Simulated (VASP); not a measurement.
# ZrC (P6_3/mmc) in VASP: a series of runs

The runs below take ZrC through single point, with PBEsol.

All numbers are computed with VASP 6.6.1; they aren't measurements. Logs are shortened: lines on timing, memory, paths and dates and some standing lists are left out, and cuts for length are marked.

## (1) The cell of the first run

It takes space group P6_3/mmc (No. 194, hexagonal). The conventional cell has a = 3.229 Å, b = 3.229 Å, c = 5.074 Å, α = 90.00°, β = 90.00°, γ = 120.00°. Within 3.0 Å of Zr (site symmetry -6m2) lie 6 C at 2.25 Å. C (site symmetry -3m) has 6 Zr at 2.25 Å and 2 C at 2.54 Å within 3.0 Å.

## (2) Single point, PBEsol

INCAR

```
SYSTEM = ZrC
ALGO     = Normal         ! electronic algorithm
EDIFF    = 1E-7           ! SCF threshold, eV
ENCUT    = 520            ! plane-wave cutoff, eV
GGA      = PS             ! functional
ISIF     = 2              ! what is computed and relaxed
ISMEAR   = -1             ! smearing method
LASPH    = .TRUE.         ! aspherical terms in the spheres
LCHARG   = .TRUE.         ! write CHGCAR
LELF     = .TRUE.         ! ELF
LREAL    = .FALSE.        ! projectors in reciprocal space
LVHAR    = .TRUE.       
LWAVE    = .FALSE.        ! write WAVECAR
NBANDS   = 24             ! bands
NELM     = 100            ! most SCF steps
PREC     = Accurate       ! precision mode
SIGMA    = 0.05           ! smearing width, eV
```

KPOINTS

```
k-points
0
G
  9 9 5
  0 0 0
```

POSCAR

```
ZrC
1.0
    3.2289317789      0.0000000000      0.0000000000
   -1.6144658894      2.7963369476      0.0000000000
    0.0000000000      0.0000000000      5.0740622710
Zr C
2 2
Direct
    0.6666666667      0.3333333333      0.7500000000
    0.3333333333      0.6666666667      0.2500000000
    0.0000000000      0.0000000000      0.5000000000
    0.0000000000      0.0000000000      0.0000000000
```

Potentials or basis: VASP PAW PBE potentials, release 64 (Zr_sv, C).

On the command line:

```console
$ cat potpaw_PBE.64/Zr_sv/POTCAR potpaw_PBE.64/C/POTCAR > POTCAR
$ mpirun -np 1 vasp_std > vasp.out
```

OUTCAR:

```text
SYSTEM = ZrC
   EDIFF = 1E-7
   ENCUT = 520
   GGA = PS
   ISIF = 2
   ISMEAR = -1
   LASPH = .TRUE.
   LREAL = .FALSE.
   NELM = 100
   PREC = Accurate

 ion  position               nearest neighbor table
   1  0.667  0.333  0.750-   3 2.25   4 2.25   3 2.25   4 2.25   3 2.25   4 2.25   2 3.15   2 3.15
                             2 3.15   2 3.15   2 3.15   2 3.15
   2  0.333  0.667  0.250-   3 2.25   4 2.25   3 2.25   4 2.25   3 2.25   4 2.25   1 3.15   1 3.15
                             1 3.15   1 3.15   1 3.15   1 3.15
   3  0.000  0.000  0.500-   1 2.25   2 2.25   2 2.25   1 2.25   1 2.25   2 2.25
   4  0.000  0.000  0.000-   1 2.25   2 2.25   2 2.25   1 2.25   1 2.25   2 2.25

  LATTYP: Found a hexagonal cell.
 ALAT       =     3.2289317789
 C/A-ratio  =     1.5714368152

  Lattice vectors:

 A1 = (   3.2289317789,   0.0000000000,   0.0000000000)
 A2 = (  -1.6144658894,   2.7963369476,   0.0000000000)
 A3 = (   0.0000000000,   0.0000000000,   5.0740622710)

Analysis of symmetry for initial positions (statically):
=====================================================================
 Subroutine PRICEL returns:
 Original cell was already a primitive cell.

 Routine SETGRP: Setting up the symmetry group for a
 hexagonal supercell.

 Subroutine GETGRP returns: Found 24 space group operations
 (whereof 12 operations were pure point group operations)
 out of a pool of 24 trial point group operations.

The static configuration has the point symmetry D_3d.
 The point group associated with its full space group is D_6h.

Analysis of symmetry for dynamics (positions and initial velocities):
=====================================================================
 Subroutine PRICEL returns:
 Original cell was already a primitive cell.

 Routine SETGRP: Setting up the symmetry group for a
 hexagonal supercell.

 Subroutine GETGRP returns: Found 24 space group operations
 (whereof 12 operations were pure point group operations)
 out of a pool of 24 trial point group operations.

The dynamic configuration has the point symmetry D_3d.
 The point group associated with its full space group is D_6h.

 Subroutine INISYM returns: Found 24 space group operations
 (whereof 12 operations are pure point group operations),
 and found     1 'primitive' translations

----------------------------------------------------------------------------------------

                                     Primitive cell

  volume of cell :      45.8146

  direct lattice vectors                    reciprocal lattice vectors
     3.228931779  0.000000000  0.000000000     0.309699947  0.178805348  0.000000000
[... 92 lines left out ...]
   EDIFFG = 0.1E-05   stopping-criterion for IOM
   NSW    =      0    number of steps for IOM
   IBRION =     -1    ionic relax: 0-MD 1-quasi-New 2-CG
   NFREE  =      0    steps in history (QN), initial steepest desc. (CG)
   ISIF   =      2    stress and relaxation
   ISYM   =      2    0-nonsym 1-usesym 2-fastsym
   POTIM  = 0.5000    time-step for ionic-motion
   TEBEG  =    0.0;   TEEND  =   0.0 temperature during run
   PSTRESS=    0.0 pullay stress
   NELECT =      32.0000    total number of electrons
   NUPDOWN=      -1.0000    fix difference up-down
   EMIN   =  10.00;   EMAX   =-10.00  energy-range for DOS
   EFERMI =   0.00;   METHOD = LEGACY
   ISMEAR =    -1;   SIGMA  =   0.05  broadening in eV -4-tet -1-fermi 0-gaus
   EFERMI_NEDOS =   21; number of points for ismear=-14 and -15
   IALGO  =     38    algorithm
   IMIX   =      4    mixing-type and parameters
     AMIX     =   0.40;   BMIX     =  1.00
     AMIX_MAG =   1.60;   BMIX_MAG =  1.00
  volume/ion in A,a.u.               =      11.45        77.29
  Fermi-wavevector in a.u.,A,eV,Ry     =   1.452524  2.744873 28.705941  2.109827
  Thomas-Fermi vector in A             =   2.569896
   LORBIT       =      0    0 simple, 1 ext, 2 COOP (PROOUT), +10 PAW based schemes
   GGA     = PS    functional components
   LHFCALC =     F    Hartree Fock is set to
   AEXX    =    0.0000 exact exchange contribution
   IVDW    =     0    specifies the selected vdW correction
   LEPSILON=     F    determine dielectric tensor
   LRPA    =     F    only Hartree local field effects (RPA)
 non-spin polarized calculation
  energy-cutoff  :      520.00
  volume of cell :       45.81
 maximum number of plane-waves:      1257
   NGX = 13   NGY = 13   NGZ = 19

 number of electron      32.0000000 magnetization

 Free energy of the ion-electron system (eV)
  ---------------------------------------------------
  ext. energy  EPLUGINS =         0.00000000
  ---------------------------------------------------
  free energy    TOTEN  =       -40.05031230 eV

  energy without entropy =      -40.04371776  energy(sigma->0) =      -40.04701503

 E-fermi :  11.2084     XC(G=0): -12.9045

 val. band max:       11.2045093138   @ k =   0.1111   0.1111   0.2000
 cond. band min:      11.5545274693   @ k =   0.2222   0.1111   0.2000
 fundamental gap:      0.3500181555
 Fermi energy:        11.2084185326

 k-point     1 :       0.0000    0.0000    0.0000
  band No.  band energies     occupation
      1     -36.4521      2.00000
      2     -36.2448      2.00000
      3     -15.4287      2.00000
      4     -14.2637      2.00000
      5     -14.2637      2.00000
      6     -14.1224      2.00000
[... 637 lines left out ...]
     23      19.8234      0.00000
     24      19.8234      0.00000

 [... further k-points ...]

------------------------ aborting loop because EDIFF is reached ----------------------------------------

  FORCE on cell =-STRESS in cart. coord.  units (eV):
  Direction    XX          YY          ZZ          XY          YZ          ZX
  --------------------------------------------------------------------------------------
  -------------------------------------------------------------------------------------
  Total        8.7226048      8.7226048      8.7219362      0.0000000     -0.0000000      0.0000000
  in kB      305.0370653    305.0370653    305.0136857      0.0000000     -0.0000000      0.0000000
  external PRESSURE =     305.0292721 kB  Pullay stress =       0.0000000 kB

 VOLUME and BASIS-vectors are now :
 -----------------------------------------------------------------------------
  energy-cutoff  :      520.00
  volume of cell :       45.81
      direct lattice vectors                 reciprocal lattice vectors
     3.228931779  0.000000000  0.000000000     0.309699947  0.178805348  0.000000000
    -1.614465889  2.796336948  0.000000000     0.000000000  0.357610695  0.000000000
     0.000000000  0.000000000  5.074062271     0.000000000  0.000000000  0.197080750

 POSITION                                       TOTAL-FORCE (eV/Angst)
 -----------------------------------------------------------------------------------
      1.61447      0.93211      3.80555        -0.000000      0.000000      0.000000
     -0.00000      1.86422      1.26852         0.000000      0.000000      0.000000
      0.00000      0.00000      2.53703        -0.000000      0.000000      0.000000
      0.00000      0.00000      0.00000         0.000000      0.000000      0.000000
 -----------------------------------------------------------------------------------
    total drift:                               -0.000000      0.000000     -0.000000

  FREE ENERGIE OF THE ION-ELECTRON SYSTEM (eV)
  ---------------------------------------------------
  free  energy   TOTEN  =       -40.0503122964 eV

  energy  without entropy=      -40.0437177648  energy(sigma->0) =      -40.04701503
```

OSZICAR:

```text
N       E                     dE             d eps       ncg     rms          rms(c)
DAV:   1     0.259205049793E+03    0.25921E+03   -0.17230E+04  1728   0.137E+03
DAV:   2    -0.249209308711E+02   -0.28413E+03   -0.26782E+03  2080   0.384E+02
DAV:   3    -0.454870625850E+02   -0.20566E+02   -0.20317E+02  3184   0.832E+01
DAV:   4    -0.460338859228E+02   -0.54682E+00   -0.54657E+00  2000   0.133E+01
DAV:   5    -0.460509528967E+02   -0.17067E-01   -0.17066E-01  2720   0.171E+00    0.388E+01
DAV:   6    -0.402274629919E+02    0.58235E+01   -0.26072E+01  2032   0.280E+01    0.161E+01
DAV:   7    -0.400632843838E+02    0.16418E+00   -0.21157E+00  2424   0.746E+00    0.106E+01
DAV:   8    -0.400714125439E+02   -0.81282E-02   -0.27363E-01  2064   0.311E+00    0.166E+00
DAV:   9    -0.400505863273E+02    0.20826E-01   -0.10333E-01  2296   0.137E+00    0.629E-01
DAV:  10    -0.400506100460E+02   -0.23719E-04   -0.65173E-03  2080   0.626E-01    0.303E-01
DAV:  11    -0.400503198704E+02    0.29018E-03   -0.13128E-03  2360   0.193E-01    0.264E-02
DAV:  12    -0.400503131595E+02    0.67109E-05   -0.23900E-05  2104   0.367E-02    0.919E-03
DAV:  13    -0.400503126156E+02    0.54395E-06   -0.41192E-06  2176   0.134E-02    0.391E-03
DAV:  14    -0.400503123513E+02    0.26428E-06   -0.46524E-07  1784   0.382E-03    0.197E-03
DAV:  15    -0.400503122964E+02    0.54906E-07   -0.24314E-08  1392   0.133E-03
   1 F= -.40050312E+02 E0= -.40047015E+02  d E =-.659453E-02
```

stdout:

```text
POSCAR found type information on POSCAR ZrC
 POSCAR found :  2 types and       4 ions
 scaLAPACK will be used
 -----------------------------------------------------------------------------
|                                                                             |
|                                                                             |
|     You enforced a specific xc type in the INCAR file but a different       |
|     I HOPE YOU KNOW WHAT YOU ARE DOING!                                     |
|                                                                             |
 -----------------------------------------------------------------------------

 LDA part: xc-table for (Slater+PW92), standard interpolation
 POSCAR, INCAR and KPOINTS ok, starting setup
 FFT: planning ... GRIDC
 FFT: planning ... GRID_SOFT
 FFT: planning ... GRID
 WAVECAR not read
 entering main loop
```

Wall time 49 s (1 thread of Intel Xeon 8259CL, shared host); peak memory 0.18 GiB.

What came out:

```
Free energy            : -40.0503 eV
Pressure               : 30.5 GPa
Band gap on the k mesh : zero (bands 16 and 17 overlap by 1.02 eV)
```

Levels at points of the mesh, in eV from the Fermi level:
| k point | band 12 | band 13 | band 14 | band 15 | band 16 | band 17 | band 18 | band 19 | band 20 | band 21 |
| --- | --- | --- | --- | --- | --- | --- | --- | --- | --- | --- |
| (0.00, 0.00, 0.00) | -3.07 | -3.07 | -1.19 | -1.19 | 1.00 | 1.41 | 1.41 | 1.96 | 1.96 | 2.64 |

Caveat: the cell stands under pressure; the PAW data sets were made with another functional, which shifts forces and pressure a little.

## (3) Single point, PBEsol

This run uses another cell than the first one, of 11.81 Å³/atom.

INCAR

```
ALGO = Normal
EDIFF = 1E-6
ENCUT = 520
GGA = PS
ISIF = 2
ISMEAR = -1
LASPH = True
LCHARG = False
LREAL = False
LWAVE = False
NBANDS = 24
NELM = 100
PREC = Accurate
SIGMA = 0.05
```

KPOINTS

```
k-points
0
Gamma
  9 9 5
```

POSCAR

```
ZrC
1.0
    3.2596260169      0.0000000000      0.0000000000
   -1.6298130084      2.8229189375      0.0000000000
    0.0000000000      0.0000000000      5.1323975770
Zr C
2 2
Direct
    0.6666666667      0.3333333333      0.7500000000
    0.3333333333      0.6666666667      0.2500000000
    0.0000000000      0.0000000000      0.5000000000
    0.0000000000      0.0000000000      0.0000000000
```

Potentials or basis: VASP PAW PBE potentials, release 64 (Zr_sv, C).

On the command line:

```console
$ cat potpaw_PBE.64/Zr_sv/POTCAR potpaw_PBE.64/C/POTCAR > POTCAR
$ mpirun -np 1 vasp_std > vasp.out
```

Run time: 50 s. Hardware: 1 thread of Intel Xeon 8259CL, shared host; peak memory 0.18 GiB.

Results (log left out):

```
Free energy            : -40.2748 eV
Pressure               : 20.5 GPa
Band gap on the k mesh : zero (bands 16 and 17 overlap by 1.02 eV)
```

Levels at points of the mesh, in eV from the Fermi level:
| k point | band 13 | band 14 | band 15 | band 16 | band 17 | band 18 | band 19 | band 20 |
| --- | --- | --- | --- | --- | --- | --- | --- | --- |
| (0.00, 0.00, 0.00) | -2.99 | -1.15 | -1.15 | 0.97 | 1.37 | 1.37 | 1.91 | 1.91 |

Caveat: the cell stands under pressure; the PAW data sets were made with another functional, which shifts forces and pressure a little.

## (4) Single point, PBEsol

This run uses another cell than the first one, of 12.22 Å³/atom.

INCAR

```
PREC = Accurate
ENCUT = 520
EDIFF = 1E-7
ISMEAR = -1
SIGMA = 0.05
LREAL = F
LASPH = T
NELM = 60
ALGO = Normal
ISIF = 2
LWAVE = F
LCHARG = F
GGA = PS
NBANDS = 24
```

KPOINTS

```
regular mesh
0
Gamma
  9 9 5
```

POSCAR

```
ZrC
1.0
    3.2955376766      0.0000000000      0.0000000000
   -1.6477688383      2.8540193470      0.0000000000
    0.0000000000      0.0000000000      5.1959876151
Zr C
2 2
Direct
    0.6666666667      0.3333333333      0.7500000000
    0.3333333333      0.6666666667      0.2500000000
    0.0000000000      0.0000000000      0.5000000000
    0.0000000000      0.0000000000      0.0000000000
```

On the command line:

```console
$ cat potpaw_PBE.64/Zr_sv/POTCAR potpaw_PBE.64/C/POTCAR > POTCAR
$ mpirun -np 1 vasp_std > vasp.out
```

Wall time 82 s (1 thread of Intel Xeon 8259CL, shared host); peak memory 0.19 GiB.

It converged, with:

```yaml
Free_energy: -40.4329 eV
Pressure: 10.4 GPa
Band_gap_on_the_k_mesh: zero (bands 16 and 17 overlap by 1.01 eV)
```

Levels at points of the mesh, in eV from the Fermi level:
| k point | band 14 | band 15 | band 16 | band 17 | band 18 | band 19 |
| --- | --- | --- | --- | --- | --- | --- |
| (0.00, 0.00, 0.00) | -1.11 | -1.11 | 0.94 | 1.33 | 1.33 | 1.85 |

Caveat: the cell stands under pressure; the PAW data sets were made with another functional, which shifts forces and pressure a little.

## (5) Summary

| cell | gap on the mesh (eV) | pressure (GPa) |
| --- | --- | --- |
| a = 3.229, b = 3.229, c = 5.074 Å, angles 90.0, 90.0, 120.0°, 4 atoms | none | 30.5 |
| a = 3.260, b = 3.260, c = 5.132 Å, angles 90.0, 90.0, 120.0°, 4 atoms | none | 20.5 |
| a = 3.296, b = 3.296, c = 5.196 Å, angles 90.0, 90.0, 120.0°, 4 atoms | none | 10.4 |

Alike in all rows: task single point; level PBEsol; potentials or basis VASP PAW PBE potentials, release 64 (Zr_sv, C); no spin polarisation; k mesh 9 × 9 × 5; cutoff (eV) 520; smearing fermi-dirac 0.05 eV.

Caveats: the cell stands under pressure; the PAW data sets were made with another functional, which shifts forces and pressure a little.

Total energies depend on the potentials used, so only differences within one code and one set of settings carry meaning.

The gap in the log of VASP goes by the Fermi energy; the results here count the filled bands.